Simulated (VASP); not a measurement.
Input of a VASP 6.6.1 run:

File INCAR:

```
SYSTEM = Ti
PREC = Accurate ; ENCUT = 520
EDIFF = 1E-6 ; ISMEAR = -1
SIGMA = 0.1 ; LREAL = .FALSE.
LASPH = .TRUE. ; NELM = 60
ALGO = Normal ; ISIF = 2
LWAVE = .FALSE. ; LCHARG = .TRUE.
LELF = .TRUE. ; LVHAR = .TRUE.
NBANDS = 32
```

KPOINTS

```
Automatic mesh
0
G
  14 14 4
  0 0 0
```

The input POSCAR:

```
Ti
1.0
    2.8183766237      0.0000000000      0.0000000000
   -1.4091883118      2.4407857536      0.0000000000
    0.0000000000      0.0000000000      9.0318236595
Ti
4
Direct
    0.0000000000      1.0000000000      0.0000000000
    0.0000000000      1.0000000000      0.5000000000
    0.3333333333      0.6666666667      0.2500000000
    0.6666666667      0.3333333333      0.7500000000
```

Potentials or basis: VASP PAW LDA potentials, release 64 (Ti_sv).

The run is started by

```bash
$ cat potpaw_LDA.64/Ti_sv/POTCAR > POTCAR
$ mpirun -np 1 vasp_std > vasp.out
```

Question: Estimate the pressure.

Answer: 5.2 GPa.

Question: Estimate the band gap on the k mesh.

Answer: Zero (bands 24 and 25 overlap by 1.20 eV).

Stress tensor (GPa, compression positive):
```
5.12 0.00 0.00
0.00 5.12 0.00
0.00 0.00 5.30
```

Caveat: the cell stands under pressure.
